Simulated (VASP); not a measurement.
Write the native input for VASP 6.6.1 that does the following.

* Task: single point
* Functional: r2SCAN
* Dispersion: rVV10
* Potentials or basis: VASP PAW PBE potentials, release 64 (Ti_sv, O)
* Cutoff: 520 eV
* k mesh: 8 × 8 × 8
* Occupations: fermi-dirac, width 0.03 eV
* Spin: no spin polarisation
* Dipole correction: no
* Further INCAR settings: ALGO = Normal; EDIFF = 1e-07; NBANDS = 33

TiO2:

```
Ti O
1.0
    -1.88774    1.88774    4.76491
     1.88774   -1.88774    4.76491
     1.88774    1.88774   -4.76491
Ti O
2 4
Direct
  0.00000 0.00000 0.00000
  0.75000 0.25000 0.50000
  0.95805 0.45805 0.50000
  0.20805 0.20805 0.00000
  0.54195 0.04195 0.50000
  0.79195 0.79195 0.00000
```

These files were run (other wordings do the same):

POSCAR

```
TiO2
1.0
   -1.8877420420      1.8877420420      4.7649136476
    1.8877420420     -1.8877420420      4.7649136476
    1.8877420420      1.8877420420     -4.7649136476
Ti O
2 4
Direct
    0.0000000000      0.0000000000      0.0000000000
    0.7500000000      0.2500000000      0.5000000000
    0.9580530845      0.4580530845      0.5000000000
    0.2080530845      0.2080530845      0.0000000000
    0.5419469155      0.0419469155      0.5000000000
    0.7919469155      0.7919469155      0.0000000000
```

INCAR.step1

```
PREC     = Accurate       # precision mode
ENCUT    = 520            # plane-wave cutoff, eV
ISMEAR   = -1             # smearing method
SIGMA    = 0.03           # smearing width, eV
LREAL    = F              # projectors in reciprocal space
LASPH    = T              # aspherical terms in the spheres
NELM     = 100            # most SCF steps
NBANDS   = 33             # bands
GGA      = PE             # functional
ALGO     = Normal         # electronic algorithm
EDIFF    = 1E-4           # SCF threshold, eV
LWAVE    = T              # write WAVECAR
LCHARG   = F              # write CHGCAR
```

INCAR.step2

```
PREC     = Accurate       # precision mode
ENCUT    = 520            # plane-wave cutoff, eV
EDIFF    = 1E-7           # SCF threshold, eV
ISMEAR   = -1             # smearing method
SIGMA    = 0.03           # smearing width, eV
LREAL    = F              # projectors in reciprocal space
LASPH    = T              # aspherical terms in the spheres
NELM     = 100            # most SCF steps
ALGO     = Normal         # electronic algorithm
ISIF     = 2              # what is computed and relaxed
LWAVE    = F              # write WAVECAR
LCHARG   = F              # write CHGCAR
METAGGA  = R2SCAN         # meta-GGA
LMIXTAU  = T            
LUSE_VDW = T            
IVDW_NL  = 2            
BPARAM   = 11.95        
CPARAM   = 0.0093       
NBANDS   = 33             # bands
ISTART   = 1
```

KPOINTS

```
Automatic mesh
0
Gamma
  8 8 8
```

Potentials or basis: VASP PAW PBE potentials, release 64 (Ti_sv, O).

The run is started by

```sh
$ cat potpaw_PBE.64/Ti_sv/POTCAR potpaw_PBE.64/O/POTCAR > POTCAR
$ cp INCAR.step1 INCAR
$ mpirun -np 1 vasp_std > vasp.out
$ cp INCAR.step2 INCAR
$ mpirun -np 1 vasp_std > vasp.out
```

Results of the run:

The pressure is 1.3 GPa, the largest force is 0.029 eV/Å and the band gap on the k mesh is 2.58 eV (least direct gap 2.90 eV).

Caveat: the PAW data sets were made with another functional, which shifts forces and pressure a little.

Wall time 17 min on 1 thread of Intel(R) Xeon(R) Platinum 8559C (Emerald Rapids) (shared host), peak memory 0.59 GiB.
